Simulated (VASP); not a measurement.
**Ag: single point with PBEsol**

Crystal: Ag.

```
Ag
1.0
     1.47305    0.85046    7.13260
    -1.47305    0.85046    7.13260
     0.00000   -1.70093    7.13260
Ag
3
Direct
  0.22228 0.22228 0.22228
  0.77772 0.77772 0.77772
  0.00000 0.00000 0.00000
```

```yaml
Program: VASP 6.6.1
Task: single point
Functional: PBEsol
Potentials_or_basis: VASP PAW PBE potentials, release 64 (Ag)
Cutoff: 520 eV
k_mesh: 9 × 9 × 9
Occupations: fermi-dirac, width 0.05 eV
Spin: no spin polarisation
```

| Quantity | Value |
| --- | --- |
| Pressure | -7.0 GPa |
| Largest force | 0.004 eV/Å |
| Band gap on the k mesh | zero (an odd number of electrons rules out a gap without spin polarisation) |

Forces in eV/Å, atoms in the order of the input:
```
Ag   0.000  0.000  0.004
Ag   0.000  0.000 -0.004
Ag   0.000  0.000  0.000
```

Stress tensor (GPa, compression positive):
```
-7.89  0.00  0.00
 0.00 -7.89  0.00
 0.00  0.00 -5.24
```

Levels at points of the mesh, in eV from the Fermi level:
```
           k point  band 14  band 15  band 16  band 17  band 18  band 19  band 20  band 21
(0.00, 0.00, 0.00)    -3.37    -3.28    -3.27    -3.24    -3.24     7.71     7.74    15.16
```

Run time: 7.7 min on 1 thread of Intel(R) Xeon(R) Platinum 8488C (Sapphire Rapids), with other jobs on the host, peak memory 0.44 GiB.

Caveat: the cell stands under tension; the PAW data sets were made with another functional, which shifts forces and pressure a little.
